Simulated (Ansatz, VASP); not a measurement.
**BiTe in VASP and in Ansatz**

The input INCAR:

```
ALGO = Normal
EDIFF = 1E-6
ENCUT = 520
ISIF = 2
ISMEAR = -1
LASPH = T
LCHARG = T
LELF = T
LREAL = F
LVHAR = T
LWAVE = F
NBANDS = 18
NELM = 60
PREC = Accurate
SIGMA = 0.15
```

File KPOINTS:

```
k-points
0
Gamma
  7 7 7
```

File POSCAR:

```
BiTe
1.0
    2.4227077700      1.3987509800      3.3172919500
   -2.4227077700      1.3987509800      3.3172919500
    0.0000000000     -2.7975019700      3.3172919500
Bi Te
1 1
Direct
    0.4988084619      0.4988084619      0.5023830778
    0.0000000000      0.0000000000      0.0000000000
```

Input for Ansatz:

```yaml
crystal:
  lattice:
    - [2.42270777, 1.39875098, 3.31729195]
    - [-2.42270777, 1.39875098, 3.31729195]
    - [0.0, -2.79750197, 3.31729195]
  atoms:
    - { symbol: Bi, position: [0.4988084618703151, 0.4988084618703151, 0.5023830777666233] }
    - { symbol: Te, position: [0.0, 0.0, 0.0] }
basis:
  ecutwfc: 462.593566181796
kpoints:
  mp_grid:
    grid: [7, 7, 7]
hamiltonian:
  xc: lda
scf:
  occupations:
    method: fermi_dirac
    width: 0.15
output:
  forces: true
```

Alike in both runs: task single point; functional LDA; k mesh 7 × 7 × 7; occupations fermi-dirac, width 0.15 eV; no spin polarisation.

```csv
,VASP,Ansatz
version,VASP 6.6.1,Ansatz 0.2.0
potentials or method,"VASP PAW LDA potentials, release 64 (Bi_d, Te), cutoff 520 eV","plane waves, PAW"
valence electrons in the cell,21,31
```

```csv
,VASP,Ansatz,Ansatz less VASP
rms of the force components (eV/Å),0.009,0.009,-0.0002
```

LDA's correlation is that of Perdew and Zunger in VASP and of Perdew and Wang (1992) in Ansatz. Atom by atom the forces differ by 0.000 eV/Å (rms over components). VASP's potentials hold 21 valence electrons a cell and Ansatz's 31, so a difference there can come from the potentials and not from the codes.

Neither program's run includes spin-orbit coupling.
